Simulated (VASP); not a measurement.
# Cl in VASP: further runs

The runs below take Cl through single point, with PBE+D3(BJ).

All numbers are computed with VASP 6.6.1; they aren't measurements. Logs are shortened: lines on timing, memory, paths and dates and some standing lists are left out, and cuts for length are marked.

## 1. The cell of the first run

The cell holds a disordered packing, 16 atoms: a = 8.434 Å, b = 8.434 Å, c = 8.434 Å, α = 90.00°, β = 90.00°, γ = 90.00°.

## 2. Single point, PBE+D3(BJ)

INCAR

```
PREC = Accurate
ENCUT = 520
EDIFF = 1E-6
ISMEAR = -1
SIGMA = 0.02
LREAL = Auto
LASPH = True
NELM = 100
ALGO = Normal
ISIF = 2
LWAVE = False
LCHARG = False
GGA = PE
IVDW = 12
NBANDS = 70
```

KPOINTS

```
regular mesh
0
Gamma
  1 1 1
```

POSCAR

```
Cl
1.0
    8.4343270000      0.0000000000      0.0000000000
    0.0000000000      8.4343270000      0.0000000000
    0.0000000000      0.0000000000      8.4343270000
Cl
16
Direct
    0.3480419955      0.0475793741      0.7408415633
    0.3579894401      0.2931947030      0.7693322775
    0.9414384811      1.0168090471      0.7794931356
    0.7106791093      0.9803983175      0.7546660214
    0.9179155610      0.4974907897      0.7519509263
    0.8888557439      0.4516898622      0.5157969332
    0.6760112573     -0.1011461851      0.3351897549
    0.6760112573     -0.0655061157      0.0916729930
    0.2247719350      0.7041581385      0.4915033529
    0.1433665069      0.7663563435      0.2646091383
    0.9308745084      0.4340358158      0.1074063171
    0.6853540300      0.4509429146      0.1001858240
    0.3079439533      0.6615347022      1.0292581732
    0.3757383369      0.5932423535      0.7845913491
    0.3432520461      0.3350593355      0.1563491669
    0.3538515877      0.3113467144      0.4163224879
```

Potentials or basis: VASP PAW PBE potentials, release 64 (Cl).

Started as:

```bash
$ cat potpaw_PBE.64/Cl/POTCAR > POTCAR
$ mpirun -np 1 vasp_gam > vasp.out
```

OUTCAR:

```text
PREC = Accurate
   ENCUT = 520
   EDIFF = 1E-6
   ISMEAR = -1
   LREAL = Auto
   LASPH = True
   NELM = 100
   ISIF = 2
   GGA = PE
   IVDW = 12
 IVDW          = 12

 ion  position               nearest neighbor table
   1  0.348  0.048  0.741-   2 2.09
   2  0.358  0.293  0.769-   1 2.09  14 2.54
   3  0.941  0.017  0.779-   4 1.98
   4  0.711  0.980  0.755-   3 1.98
   5  0.918  0.497  0.752-   6 2.04
   6  0.889  0.452  0.516-   5 2.04
   7  0.676  0.899  0.335-   8 2.08
   8  0.676  0.934  0.092-   7 2.08
   9  0.225  0.704  0.492-  10 2.10
  10  0.143  0.766  0.265-   9 2.10  13 2.58
  11  0.931  0.434  0.107-  12 2.08
  12  0.685  0.451  0.100-  11 2.08
  13  0.308  0.662  0.029-  14 2.22  10 2.58
  14  0.376  0.593  0.785-  13 2.22   2 2.54
  15  0.343  0.335  0.156-  16 2.20
  16  0.354  0.311  0.416-  15 2.20

  LATTYP: Found a simple cubic cell.
 ALAT       =     8.4343270000

  Lattice vectors:

 A1 = (   8.4343270000,   0.0000000000,   0.0000000000)
 A2 = (   0.0000000000,   8.4343270000,   0.0000000000)
 A3 = (   0.0000000000,   0.0000000000,   8.4343270000)

Analysis of symmetry for initial positions (statically):
=====================================================================
 Subroutine PRICEL returns:
 Original cell was already a primitive cell.

 Routine SETGRP: Setting up the symmetry group for a
 simple cubic supercell.

 Subroutine GETGRP returns: Found  1 space group operations
 (whereof  1 operations were pure point group operations)
 out of a pool of 48 trial point group operations.

The static configuration has the point symmetry C_1 .

Analysis of symmetry for dynamics (positions and initial velocities):
=====================================================================
 Subroutine PRICEL returns:
 Original cell was already a primitive cell.

 Routine SETGRP: Setting up the symmetry group for a
 simple cubic supercell.

 Subroutine GETGRP returns: Found  1 space group operations
 (whereof  1 operations were pure point group operations)
 out of a pool of 48 trial point group operations.

The dynamic configuration has the point symmetry C_1 .

 Subroutine INISYM returns: Found  1 space group operations
 (whereof  1 operations are pure point group operations),
 and found     1 'primitive' translations

----------------------------------------------------------------------------------------

                                     Primitive cell

  volume of cell :     600.0001

  direct lattice vectors                    reciprocal lattice vectors
     8.434327000  0.000000000  0.000000000     0.118563105  0.000000000  0.000000000
     0.000000000  8.434327000  0.000000000     0.000000000  0.118563105  0.000000000
     0.000000000  0.000000000  8.434327000     0.000000000  0.000000000  0.118563105

  length of vectors
     8.434327000  8.434327000  8.434327000     0.118563105  0.118563105  0.118563105

  position of ions in fractional coordinates (direct lattice)
     0.348041995  0.047579374  0.740841563
     0.357989440  0.293194703  0.769332277
     0.941438481  0.016809047  0.779493136
     0.710679109  0.980398317  0.754666021
     0.917915561  0.497490790  0.751950926
     0.888855744  0.451689862  0.515796933
[... 8 lines left out ...]
     0.343252046  0.335059335  0.156349167
     0.353851588  0.311346714  0.416322488

  ion indices of the primitive-cell ions
   primitive index   ion index
                 1           1
                 2           2
                 3           3
                 4           4
                 5           5
                 6           6
[... 8 lines left out ...]
                15          15
                16          16

----------------------------------------------------------------------------------------

 KPOINTS: regular mesh

Automatic generation of k-mesh.
 Grid dimensions read from file:
 generate k-points for:    1    1    1

 Generating k-lattice:

  Cartesian coordinates                     Fractional coordinates (reciprocal lattice)
     0.118563105  0.000000000  0.000000000     1.000000000  0.000000000  0.000000000
     0.000000000  0.118563105  0.000000000     0.000000000  1.000000000  0.000000000
     0.000000000  0.000000000  0.118563105     0.000000000  0.000000000  1.000000000

  Length of vectors
     0.118563105  0.118563105  0.118563105

  Shift w.r.t. Gamma in fractional coordinates (k-lattice)
     0.000000000  0.000000000  0.000000000

 Subroutine IBZKPT returns following result:
 ===========================================

 Found      1 irreducible k-points:

 Following reciprocal coordinates:
            Coordinates               Weight
  0.000000  0.000000  0.000000      1.000000
   k-points           NKPTS =      1   k-points in BZ     NKDIM =      1   number of bands    NBANDS=     70
   number of dos      NEDOS =    301   number of ions     NIONS =     16
   total plane-waves  NPLWV = 262144
   dimension x,y,z NGX =    64 NGY =   64 NGZ =   64
   dimension x,y,z NGXF=   128 NGYF=  128 NGZF=  128
   ions per type =              16
   NGX,Y,Z   is equivalent  to a cutoff of  12.61, 12.61, 12.61 a.u.
   NGXF,Y,Z  is equivalent  to a cutoff of  25.23, 25.23, 25.23 a.u.
 SYSTEM =  unknown system
   PREC   = accura    normal or accurate (medium, high low for compatibility)
   ISTART =      0    job   : 0-new  1-cont  2-samecut
   ICHARG =      2    charge: 1-file 2-atom 10-const
   ISPIN  =      1    spin polarized calculation?
   LNONCOLLINEAR =      F non collinear calculations
   LSORBIT =      F    spin-orbit coupling
   LASPH  =      T    aspherical Exc in radial PAW
   ENCUT  =  520.0 eV  38.22 Ry    6.18 a.u.  15.68 15.68 15.68*2*pi/ulx,y,z
   NELM   =    100;   NELMIN=  2; NELMDL= -5     # of ELM steps
   EDIFF  = 0.1E-05   stopping-criterion for ELM
   LREAL  =      T    real-space projection
   EDIFFG = 0.1E-04   stopping-criterion for IOM
   NSW    =      0    number of steps for IOM
   IBRION =     -1    ionic relax: 0-MD 1-quasi-New 2-CG
   NFREE  =      0    steps in history (QN), initial steepest desc. (CG)
   ISIF   =      2    stress and relaxation
   ISYM   =      2    0-nonsym 1-usesym 2-fastsym
   POTIM  = 0.5000    time-step for ionic-motion
   TEBEG  =    0.0;   TEEND  =   0.0 temperature during run
   PSTRESS=    0.0 pullay stress
   NELECT =     112.0000    total number of electrons
   NUPDOWN=      -1.0000    fix difference up-down
   EMIN   =  10.00;   EMAX   =-10.00  energy-range for DOS
   EFERMI =   0.00;   METHOD = LEGACY
   ISMEAR =    -1;   SIGMA  =   0.02  broadening in eV -4-tet -1-fermi 0-gaus
   EFERMI_NEDOS =   21; number of points for ismear=-14 and -15
   IALGO  =     38    algorithm
   IMIX   =      4    mixing-type and parameters
     AMIX     =   0.40;   BMIX     =  1.00
     AMIX_MAG =   1.60;   BMIX_MAG =  1.00
  volume/ion in A,a.u.               =      37.50       253.06
  Fermi-wavevector in a.u.,A,eV,Ry     =   0.935615  1.768056 11.910200  0.875375
  Thomas-Fermi vector in A             =   2.062540
   LORBIT       =      0    0 simple, 1 ext, 2 COOP (PROOUT), +10 PAW based schemes
   GGA     = PE    functional components
   LHFCALC =     F    Hartree Fock is set to
   AEXX    =    0.0000 exact exchange contribution
   IVDW    =    12    specifies the selected vdW correction
   LEPSILON=     F    determine dielectric tensor
   LRPA    =     F    only Hartree local field effects (RPA)
 non-spin polarized calculation
  energy-cutoff  :      520.00
  volume of cell :      600.00
 maximum number of plane-waves:      8068
 NGX is ok and might be reduce to    64
   NGX = 31   NGY = 31   NGZ = 31

 number of electron     111.9999999 magnetization

 Free energy of the ion-electron system (eV)
  ---------------------------------------------------
  ext. energy  EPLUGINS =         0.00000000
  ---------------------------------------------------
  free energy    TOTEN  =       -29.52511072 eV

  energy without entropy =      -29.52511072  energy(sigma->0) =      -29.52511072

 E-fermi :  -1.4861     XC(G=0):  -6.5599

 val. band max:       -1.9323848183   @ k =   0.0000   0.0000   0.0000
 cond. band min:      -1.0423225800   @ k =   0.0000   0.0000   0.0000
 fundamental gap:      0.8900622383
 Fermi energy:        -1.4860509112

 k-point     1 :       0.0000    0.0000    0.0000
  band No.  band energies     occupation
      1     -18.8216      2.00000
      2     -18.7408      2.00000
      3     -18.5942      2.00000
      4     -18.0713      2.00000
      5     -17.9264      2.00000
      6     -17.8335      2.00000
[... 60 lines left out ...]
     67       5.6541      0.00000
     68       6.0012      0.00000
 [bands above 68 left out]

------------------------ aborting loop because EDIFF is reached ----------------------------------------

 Edisp (eV)   -1.75729

 E8    (eV) :    -0.5724

  FORCE on cell =-STRESS in cart. coord.  units (eV):
  Direction    XX          YY          ZZ          XY          YZ          ZX
  --------------------------------------------------------------------------------------
  -------------------------------------------------------------------------------------
  Total      -3.86948    -0.38228   -16.23075     1.23337    -0.77802    -0.36869
  in kB     -10.33265    -1.02079   -43.34090     3.29345    -2.07753    -0.98451
  external pressure =      -18.23 kB  Pullay stress =        0.00 kB

 VOLUME and BASIS-vectors are now :
 -----------------------------------------------------------------------------
  energy-cutoff  :      520.00
  volume of cell :      600.00
      direct lattice vectors                 reciprocal lattice vectors
     8.434327000  0.000000000  0.000000000     0.118563105  0.000000000  0.000000000
     0.000000000  8.434327000  0.000000000     0.000000000  0.118563105  0.000000000
     0.000000000  0.000000000  8.434327000     0.000000000  0.000000000  0.118563105

 POSITION                                       TOTAL-FORCE (eV/Angst)
 -----------------------------------------------------------------------------------
      2.93550      0.40130      6.24850        -0.089675     -0.394236      0.260693
      3.01940      2.47290      6.48880        -0.057755     -0.257949     -0.116719
      7.94040      0.14177      6.57450         0.935503      0.060775     -0.118690
      5.99410      8.26900      6.36510        -0.791401     -0.074308     -0.091272
      7.74200      4.19600      6.34220        -0.010121     -0.263563     -0.266003
      7.49690      3.80970      4.35040         0.056278      0.088031      0.108947
[... 8 lines left out ...]
      2.89510      2.82600      1.31870         0.047047     -0.679128      1.542243
      2.98450      2.62600      3.51140        -0.005389      0.120341     -1.346952
 -----------------------------------------------------------------------------------
    total drift:                                0.000310     -0.003275     -0.002076

  FREE ENERGIE OF THE ION-ELECTRON SYSTEM (eV)
  ---------------------------------------------------
  free  energy   TOTEN  =       -31.2824027688 eV

  energy  without entropy=      -31.2824027684  energy(sigma->0) =      -31.28240277
```

Run time: 94 s. Hardware: 1 thread of Oxide Virtual Turin-like, shared host; peak memory 0.45 GiB.

Results:

```yaml
Free_energy: -31.2824 eV
Pressure: -1.8 GPa
Largest_force: 1.686 eV/Å
Dispersion_energy_per_atom: -0.110 eV
```

Forces in eV/Å, atoms in the order of the input:
```
Cl  -0.090 -0.394  0.261
Cl  -0.058 -0.258 -0.117
Cl   0.936  0.061 -0.119
Cl  -0.791 -0.074 -0.091
Cl  -0.010 -0.264 -0.266
Cl   0.056  0.088  0.109
Cl   0.038  0.213 -0.343
Cl  -0.036 -0.062  0.482
Cl  -0.453  0.488 -0.703
Cl   0.774 -0.423  0.870
Cl  -0.655  0.131  0.084
Cl   0.623 -0.290  0.163
Cl  -0.380  0.507 -1.202
Cl   0.005  0.835  0.677
Cl   0.047 -0.679  1.542
Cl  -0.005  0.120 -1.347
```

Levels at points of the mesh, in eV from the Fermi level:
```tsv
k point	band 52	band 53	band 54	band 55	band 56	band 57	band 58	band 59	band 60	band 61
(0.00, 0.00, 0.00)	-0.78	-0.62	-0.53	-0.49	-0.45	0.44	1.24	1.57	1.89	1.92
```

Caveat: the k points lie up to 0.74 Å⁻¹ apart; the atoms stand as in a frame of molecular dynamics.

## 3. Single point, PBE+D3(BJ)

INCAR

```
SYSTEM = Cl
PREC = Accurate
ENCUT = 520
EDIFF = 1E-6
ISMEAR = -1
SIGMA = 0.02
LREAL = Auto
LASPH = .TRUE.
NELM = 60
ALGO = Normal
ISIF = 2
LWAVE = .FALSE.
LCHARG = .TRUE.
GGA = PE
IVDW = 12
LELF = .TRUE.
LVHAR = .TRUE.
NBANDS = 70
```

KPOINTS

```
Automatic mesh
0
G
  1 1 1
  0 0 0
```

POSCAR

```
Cl
1.0
    8.4343270000      0.0000000000      0.0000000000
    0.0000000000      8.4343270000      0.0000000000
    0.0000000000      0.0000000000      8.4343270000
Cl
16
Direct
    0.3377981432      0.0332925200      0.6837415718
    0.3395765898      0.2762520353      0.6979454318
    0.9670006866      0.9759640574      0.7297084877
    0.7310838197      1.0195597112      0.7382924565
    0.8697433713      0.3918510629      0.8425449950
    0.8887964624      0.3704385661      0.6064028582
    0.7080944336     -0.0022408427      0.4104417578
    0.6875355912      0.0023119806      0.1674940988
    0.2370076474      0.7539427864      0.4230213033
    0.1558749145      0.7793627162      0.1898195315
    0.9253138988      0.4003994628      0.2174091661
    0.7193697849      0.5227803001      0.2626884160
    0.3178202600      0.6983248337      0.9632659488
    0.3887447096      0.6123428698      0.7265191402
    0.2917008079      0.2501088706      0.0846659135
    0.3166346289      0.2924833244      0.3451964810
```

Potentials or basis: VASP PAW PBE potentials, release 64 (Cl).

Started as:

```bash
$ cat potpaw_PBE.64/Cl/POTCAR > POTCAR
$ mpirun -np 1 vasp_gam > vasp.out
```

OUTCAR:

```text
SYSTEM = Cl
   PREC = Accurate
   ENCUT = 520
   EDIFF = 1E-6
   ISMEAR = -1
   LREAL = Auto
   LASPH = .TRUE.
   NELM = 60
   ISIF = 2
   GGA = PE
   IVDW = 12
 IVDW          = 12

 ion  position               nearest neighbor table
   1  0.338  0.033  0.684-   2 2.05
   2  0.340  0.276  0.698-   1 2.05
   3  0.967  0.976  0.730-   4 2.02
   4  0.731  0.020  0.738-   3 2.02
   5  0.870  0.392  0.843-   6 2.01
[... 287 lines left out ...]
  -------------------------------------------------------------------------------------
  Total      -4.95300    -3.00405   -13.75541     0.93407    -0.78603    -0.06374
  in kB     -13.22597    -8.02169   -36.73101     2.49425    -2.09894    -0.17022
  external pressure =      -19.33 kB  Pullay stress =        0.00 kB

 VOLUME and BASIS-vectors are now :
 -----------------------------------------------------------------------------
  energy-cutoff  :      520.00
  volume of cell :      600.00
      direct lattice vectors                 reciprocal lattice vectors
     8.434327000  0.000000000  0.000000000     0.118563105  0.000000000  0.000000000
     0.000000000  8.434327000  0.000000000     0.000000000  0.118563105  0.000000000
     0.000000000  0.000000000  8.434327000     0.000000000  0.000000000  0.118563105

 POSITION                                       TOTAL-FORCE (eV/Angst)
 -----------------------------------------------------------------------------------
      2.84910      0.28080      5.76690         0.209722     -0.151063      0.163922
      2.86410      2.33000      5.88670        -0.123545      0.024570      0.143758
      8.15600      8.23160      6.15460         0.102166      0.136011      0.082113
      6.16620      0.16497      6.22700        -0.158238     -0.409709      0.149232
      7.33570      3.30500      7.10630         0.137460      0.119544      0.371037
      7.49640      3.12440      5.11460         0.132877      0.164306     -0.369632
[... 8 lines left out ...]
      2.46030      2.10950      0.71410         0.276195      0.494908      1.505304
      2.67060      2.46690      2.91150        -0.134772     -0.403964     -1.498420
 -----------------------------------------------------------------------------------
    total drift:                               -0.001727      0.001665      0.001117

  FREE ENERGIE OF THE ION-ELECTRON SYSTEM (eV)
  ---------------------------------------------------
  free  energy   TOTEN  =       -31.3421502187 eV

  energy  without entropy=      -31.3421502187  energy(sigma->0) =      -31.34215022
```

OSZICAR:

```text
N       E                     dE             d eps       ncg     rms          rms(c)
DAV:   1     0.119647849941E+04    0.11965E+04   -0.52347E+04   140   0.140E+03
DAV:   2     0.115469522021E+03   -0.10810E+04   -0.10468E+04   216   0.275E+02
DAV:   3    -0.281571190038E+02   -0.14363E+03   -0.14213E+03   168   0.113E+02
DAV:   4    -0.317134388101E+02   -0.35563E+01   -0.35371E+01   152   0.220E+01
DAV:   5    -0.318091784787E+02   -0.95740E-01   -0.95678E-01   168   0.360E+00    0.286E+01
DAV:   6    -0.301866656921E+02    0.16225E+01   -0.11075E+00   152   0.452E+00    0.186E+01
DAV:   7    -0.296371498715E+02    0.54952E+00   -0.26137E+00   160   0.601E+00    0.201E+00
DAV:   8    -0.296157651846E+02    0.21385E-01   -0.30248E-01   152   0.212E+00    0.164E+00
DAV:   9    -0.296050627723E+02    0.10702E-01   -0.33105E-02   160   0.661E-01    0.602E-01
DAV:  10    -0.296029443976E+02    0.21184E-02   -0.49189E-03   152   0.286E-01    0.212E-01
DAV:  11    -0.296020499734E+02    0.89442E-03   -0.92690E-04   176   0.161E-01    0.117E-01
DAV:  12    -0.296017220751E+02    0.32790E-03   -0.62176E-04   168   0.104E-01    0.623E-02
DAV:  13    -0.296014931167E+02    0.22896E-03   -0.27032E-04   184   0.915E-02    0.432E-02
DAV:  14    -0.296014717624E+02    0.21354E-04   -0.16675E-04   168   0.438E-02    0.353E-02
DAV:  15    -0.296014557785E+02    0.15984E-04   -0.21337E-05   184   0.222E-02    0.784E-03
DAV:  16    -0.296014529293E+02    0.28492E-05   -0.82750E-06   184   0.135E-02    0.545E-03
DAV:  17    -0.296014528675E+02    0.61789E-07   -0.28421E-06   112   0.574E-03
   1 F= -.31342150E+02 E0= -.31342150E+02  d E =-.193032E-10
```

Wall time 1.9 min (1 thread of Oxide Virtual Turin-like, shared host); peak memory 0.46 GiB.

What came out:

| Item | Value |
| --- | --- |
| Free energy | -31.3422 eV |
| Pressure | -1.9 GPa |
| Largest force | 1.608 eV/Å |
| Dispersion energy per atom | -0.109 eV |

Forces in eV/Å, atoms in the order of the input:
```
Cl   0.210 -0.151  0.164
Cl  -0.124  0.025  0.144
Cl   0.102  0.136  0.082
Cl  -0.158 -0.410  0.149
Cl   0.137  0.120  0.371
Cl   0.133  0.164 -0.370
Cl  -0.155  0.094 -0.285
Cl   0.125 -0.044 -0.072
Cl  -0.343 -0.111 -0.734
Cl   0.429  0.113  0.905
Cl  -0.881  0.347  0.247
Cl   0.672 -0.385 -0.273
Cl  -0.071 -0.610 -0.738
Cl  -0.218  0.622  0.403
Cl   0.276  0.495  1.505
Cl  -0.135 -0.404 -1.498
```

Caveat: the k points lie up to 0.74 Å⁻¹ apart; the atoms stand as in a frame of molecular dynamics.
